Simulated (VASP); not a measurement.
# SiC (P6_3mc) in VASP: further runs, part 2 of 2

VASP 6.6.1. Earlier steps stand in the parts before.

### Step 5. Single point, PBEsol

INCAR

```
PREC = Accurate
ENCUT = 520
EDIFF = 1E-6
ISMEAR = -1
SIGMA = 0.02
LREAL = False
LASPH = True
NELM = 80
ALGO = Normal
ISIF = 2
LWAVE = False
LCHARG = True
GGA = PS
LELF = True
LVHAR = True
NBANDS = 16
```

KPOINTS

```
regular mesh
0
Gamma
  12 12 4
```

POSCAR

```
SiC
1.0
    3.0759662250      0.0000000000      0.0000000000
   -1.5379831125      2.6638648920      0.0000000000
    0.0000000000      0.0000000000      5.0476119461
Si C
2 2
Direct
    0.3333333333      0.6666666667      0.4995850250
    0.6666666667      0.3333333333      0.9995850250
    0.3333333333      0.6666666667      0.8754149750
    0.6666666667      0.3333333333      0.3754149750
```

Potentials or basis: VASP PAW PBE potentials, release 64 (Si, C).

Launch:

```bash
$ cat potpaw_PBE.64/Si/POTCAR potpaw_PBE.64/C/POTCAR > POTCAR
$ mpirun -np 1 vasp_std > vasp.out
```

OUTCAR:

```text
PREC = Accurate
   ENCUT = 520
   EDIFF = 1E-6
   ISMEAR = -1
   LREAL = False
   LASPH = True
   NELM = 80
   ISIF = 2
   GGA = PS

 ion  position               nearest neighbor table
   1  0.333  0.667  0.500-   4 1.88   4 1.88   4 1.88   3 1.90   2 3.09   2 3.09   2 3.09   2 3.09
                             2 3.09   2 3.09
   2  0.667  0.333  1.000-   3 1.88   3 1.88   3 1.88   4 1.90   1 3.09   1 3.09   1 3.09   1 3.09
                             1 3.09   1 3.09
   3  0.333  0.667  0.875-   2 1.88   2 1.88   2 1.88   1 1.90
   4  0.667  0.333  0.375-   1 1.88   1 1.88   1 1.88   2 1.90

  LATTYP: Found a hexagonal cell.
 ALAT       =     3.0759662250
 C/A-ratio  =     1.6409841906

  Lattice vectors:

 A1 = (   3.0759662250,   0.0000000000,   0.0000000000)
 A2 = (  -1.5379831125,   2.6638648920,   0.0000000000)
 A3 = (   0.0000000000,   0.0000000000,   5.0476119461)

Analysis of symmetry for initial positions (statically):
=====================================================================
 Subroutine PRICEL returns:
 Original cell was already a primitive cell.

 Routine SETGRP: Setting up the symmetry group for a
 hexagonal supercell.

 Subroutine GETGRP returns: Found 12 space group operations
 (whereof  6 operations were pure point group operations)
 out of a pool of 24 trial point group operations.

The static configuration has the point symmetry C_3v.
 The point group associated with its full space group is C_6v.

Analysis of symmetry for dynamics (positions and initial velocities):
=====================================================================
 Subroutine PRICEL returns:
 Original cell was already a primitive cell.

 Routine SETGRP: Setting up the symmetry group for a
 hexagonal supercell.

 Subroutine GETGRP returns: Found 12 space group operations
 (whereof  6 operations were pure point group operations)
 out of a pool of 24 trial point group operations.

The dynamic configuration has the point symmetry C_3v.
 The point group associated with its full space group is C_6v.

[... 119 lines left out ...]
   IALGO  =     38    algorithm
   IMIX   =      4    mixing-type and parameters
     AMIX     =   0.40;   BMIX     =  1.00
     AMIX_MAG =   1.60;   BMIX_MAG =  1.00
  volume/ion in A,a.u.               =      10.34        69.78
  Fermi-wavevector in a.u.,A,eV,Ry     =   1.192857  2.254172 19.359825  1.422907
  Thomas-Fermi vector in A             =   2.328885
   LORBIT       =      0    0 simple, 1 ext, 2 COOP (PROOUT), +10 PAW based schemes
   GGA     = PS    functional components
   LHFCALC =     F    Hartree Fock is set to
   AEXX    =    0.0000 exact exchange contribution
   IVDW    =     0    specifies the selected vdW correction
   LEPSILON=     F    determine dielectric tensor
   LRPA    =     F    only Hartree local field effects (RPA)
 non-spin polarized calculation
  energy-cutoff  :      520.00
  volume of cell :       41.36
 maximum number of plane-waves:      1132
 NGX is ok and might be reduce to    24
   NGX = 11   NGY = 11   NGZ = 19

 number of electron      16.0000000 magnetization

 Free energy of the ion-electron system (eV)
  ---------------------------------------------------
  ext. energy  EPLUGINS =         0.00000000
  ---------------------------------------------------
  free energy    TOTEN  =       -31.82277721 eV

  energy without entropy =      -31.82277721  energy(sigma->0) =      -31.82277721

 E-fermi :   8.5760     XC(G=0): -11.4998

 val. band max:        8.2095101782   @ k =   0.0000   0.0000   0.0000
 cond. band min:      10.3237134192   @ k =   0.3333   0.3333   0.0000
 fundamental gap:      2.1142032410
 Fermi energy:         8.5760371816

 k-point     1 :       0.0000    0.0000    0.0000
  band No.  band energies     occupation
      1      -7.3810      2.00000
      2      -3.7760      2.00000
      3      -0.5535      2.00000
      4       6.8869      2.00000
      5       6.8869      2.00000
      6       8.0973      2.00000
[... 433 lines left out ...]
      3       1.0008      2.00000
      4       2.8902      2.00000
      5       3.2666      2.00000
      6       5.4651      2.00000
[... 8 lines left out ...]
     15      19.6815      0.00000
     16      19.9308      0.00000

 [... further k-points ...]
[... 5 lines left out ...]
  --------------------------------------------------------------------------------------
  -------------------------------------------------------------------------------------
  Total        0.0910490      0.0910490      0.0903110      0.0000000      0.0000000      0.0000000
  in kB        3.5270061      3.5270061      3.4984160      0.0000000      0.0000000      0.0000000
  external PRESSURE =       3.5174761 kB  Pullay stress =       0.0000000 kB

 VOLUME and BASIS-vectors are now :
 -----------------------------------------------------------------------------
  energy-cutoff  :      520.00
  volume of cell :       41.36
      direct lattice vectors                 reciprocal lattice vectors
     3.075966225  0.000000000  0.000000000     0.325101099  0.187697207  0.000000000
    -1.537983113  2.663864892  0.000000000     0.000000000  0.375394414  0.000000000
     0.000000000  0.000000000  5.047611946     0.000000000  0.000000000  0.198113486

 POSITION                                       TOTAL-FORCE (eV/Angst)
 -----------------------------------------------------------------------------------
     -0.00000      1.77591      2.52171        -0.000000     -0.000000      0.000519
      1.53798      0.88795      5.04552         0.000000      0.000000      0.000519
     -0.00000      1.77591      4.41876        -0.000000      0.000000     -0.000519
      1.53798      0.88795      1.89495         0.000000     -0.000000     -0.000519
 -----------------------------------------------------------------------------------
    total drift:                               -0.000000     -0.000000     -0.000115

  FREE ENERGIE OF THE ION-ELECTRON SYSTEM (eV)
  ---------------------------------------------------
  free  energy   TOTEN  =       -31.8227772144 eV

  energy  without entropy=      -31.8227772144  energy(sigma->0) =      -31.82277721
```

It took 23 s on 1 thread of Intel Xeon Platinum 8488C (Sapphire Rapids), shared host; peak memory 0.17 GiB.

Results:

```yaml
Free_energy: -31.8228 eV
Pressure: 0.4 GPa
Band_gap_on_the_k_mesh: 2.11 eV, indirect (least direct gap 3.85 eV)
```

Levels at points of the mesh, in eV from the valence-band top:
```tsv
k point	band 6	band 7	band 8	band 9	band 10	band 11
(0.00, 0.00, 0.00)	-0.11	0.00	0.00	4.74	6.15	6.59
(0.50, 0.00, 0.00)	-3.34	-3.34	-1.20	2.65	4.12	6.80
(0.00, 0.00, 0.50)	-0.72	-0.72	-0.72	5.83	5.83	7.27
(0.50, 0.00, 0.50)	-2.46	-2.34	-2.34	3.17	3.17	5.16
```

Caveat: the PAW data sets were made with another functional, which shifts forces and pressure a little.

### Step 6. Single point, PBE

INCAR

```
  ALGO = Normal
  EDIFF = 1E-6
  ENCUT = 520
  GGA = PE
  ISIF = 2
  ISMEAR = -1
  LASPH = True
  LCHARG = False
  LREAL = False
  LWAVE = False
  NBANDS = 16
  NELM = 100
  PREC = Accurate
  SIGMA = 0.02
```

KPOINTS

```
k-points
0
Gamma
  12 12 6
```

POSCAR

```
SiC
1.0
    3.0753564098      0.0000000000      0.0000000000
   -1.5376782049      2.6633367766      0.0000000000
    0.0000000000      0.0000000000      5.0481087265
Si C
2 2
Direct
    0.3333333333      0.6666666667      0.4995917736
    0.6666666667      0.3333333333      0.9995917736
    0.3333333333      0.6666666667      0.8754082264
    0.6666666667      0.3333333333      0.3754082264
```

Potentials or basis: VASP PAW PBE potentials, release 64 (Si, C).

Launch:

```bash
$ cat potpaw_PBE.64/Si/POTCAR potpaw_PBE.64/C/POTCAR > POTCAR
$ mpirun -np 1 vasp_std > vasp.out
```

Run time: 34 s. Hardware: 1 thread of Intel Xeon Platinum 8488C (Sapphire Rapids), shared host; peak memory 0.17 GiB.

The run converged. Its results:

| Property | Result |
| --- | --- |
| Free energy | -30.1031 eV |
| Pressure | 3.5 GPa |
| Largest force | 0.003 eV/Å |
| Band gap on the k mesh | 2.27 eV, indirect (least direct gap 3.97 eV) |

Forces on the atoms (eV/Å):
```
Si   0.000  0.000  0.003
Si   0.000  0.000  0.003
C    0.000  0.000 -0.003
C    0.000  0.000 -0.003
```

Stress tensor (GPa, compression positive):
```
3.51 0.00 0.00
0.00 3.51 0.00
0.00 0.00 3.33
```

Levels at points of the mesh, in eV from the valence-band top:
| k point | band 6 | band 7 | band 8 | band 9 | band 10 | band 11 |
| --- | --- | --- | --- | --- | --- | --- |
| (0.00, 0.00, 0.00) | -0.11 | 0.00 | 0.00 | 4.81 | 6.21 | 6.67 |
| (0.50, 0.00, 0.00) | -3.32 | -3.29 | -1.20 | 2.78 | 4.22 | 6.88 |
| (0.00, 0.00, 0.50) | -0.71 | -0.71 | -0.71 | 5.90 | 5.90 | 7.35 |
| (0.50, 0.00, 0.50) | -2.44 | -2.33 | -2.33 | 3.29 | 3.29 | 5.26 |

### Step 7. Overview

```tsv
level	potentials or basis	cell	k mesh	smearing	gap on the mesh (eV)	pressure (GPa)
PBE	VASP PAW PBE potentials, release 64 (Si, C)	a = 3.075, b = 3.075, c = 5.048 Å, angles 90.0, 90.0, 120.0°, 4 atoms	6 × 6 × 4	gaussian 0.01 eV	2.27	3.5
LDA	VASP PAW LDA potentials, release 64 (Si, C)	a = 3.056, b = 3.056, c = 5.016 Å, angles 90.0, 90.0, 120.0°, 4 atoms	12 × 12 × 4	fermi-dirac 0.02 eV	2.12	0.4
PBEsol	VASP PAW PBE potentials, release 64 (Si, C)	a = 3.076, b = 3.076, c = 5.048 Å, angles 90.0, 90.0, 120.0°, 4 atoms	12 × 12 × 4	fermi-dirac 0.02 eV	2.11	0.4
PBE	VASP PAW PBE potentials, release 64 (Si, C)	a = 3.075, b = 3.075, c = 5.048 Å, angles 90.0, 90.0, 120.0°, 4 atoms	12 × 12 × 6	fermi-dirac 0.02 eV	2.27	3.5
```

Alike in all rows: task single point; no spin polarisation; cutoff (eV) 520.

Caveats: the PAW data sets were made with another functional, which shifts forces and pressure a little (some runs).

Absolute energies hang on the potentials; compare differences alone.
